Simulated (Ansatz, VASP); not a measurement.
## One calculation of Y, two programs

File INCAR:

```
PREC     = Accurate       # precision mode
ENCUT    = 520            # plane-wave cutoff, eV
EDIFF    = 1E-7           # SCF threshold, eV
ISMEAR   = -1             # smearing method
SIGMA    = 0.1            # smearing width, eV
LREAL    = F              # projectors in reciprocal space
LASPH    = T              # aspherical terms in the spheres
NELM     = 100            # most SCF steps
ALGO     = Normal         # electronic algorithm
ISIF     = 2              # what is computed and relaxed
LWAVE    = F              # write WAVECAR
LCHARG   = F              # write CHGCAR
GGA      = B5             # functional
ALDAX    = 1.0          
AGGAX    = 1.0          
AGGAC    = 1.0          
ALDAC    = 0.0          
NBANDS   = 12             # bands
```

KPOINTS

```
regular mesh
0
Gamma
  12 12 12
```

The input POSCAR:

```
Y
1.0
    0.0000000000      2.5578048788      2.5578048788
    2.5578048788      0.0000000000      2.5578048788
    2.5578048788      2.5578048788      0.0000000000
Y
1
Direct
    0.0000000000      0.0000000000      0.0000000000
```

Input for Ansatz:

```yaml
crystal:
  lattice:
    - [0.0, 2.5578048788, 2.5578048788]
    - [2.5578048788, 0.0, 2.5578048788]
    - [2.5578048788, 2.5578048788, 0.0]
  atoms:
    - { symbol: "Y", position: [0.0, 0.0, 0.0] }
hamiltonian:
  xc: blyp
  pseudopotentials:
    kind: paw
    azcp:
      "Y": "pseudopotentials/Y.paw.azcp"
basis:
  ecutwfc: 420
  fft_grid_basis: typed
kpoints:
  mp_grid: { grid: [12, 12, 12], shift: [0, 0, 0] }
magnetization:
  spin_polarized: false
scf:
  occupations: { method: fermi_dirac, width: 0.1 }
  lower_state_search: "off"
output:
  stress: true
  write_density: true
  write_potential: true
  elf: true
  volumetric_format: npy
```

Alike in both runs: task single point; functional BLYP; k mesh 12 × 12 × 12; occupations fermi-dirac, width 0.1 eV; no spin polarisation.

```csv
,VASP,Ansatz
version,VASP 6.6.1,Ansatz 0.2.0
potentials or method,"VASP PAW PBE potentials, release 64 (Y_sv), cutoff 520 eV","plane waves (420 eV) with PAW, scalar-relativistic"
valence electrons in the cell,11,11
```

```csv
,VASP,Ansatz,Ansatz less VASP
pressure (GPa),0.0,0.0,+0.06
```

VASP's potentials were made for PBE, not for BLYP.
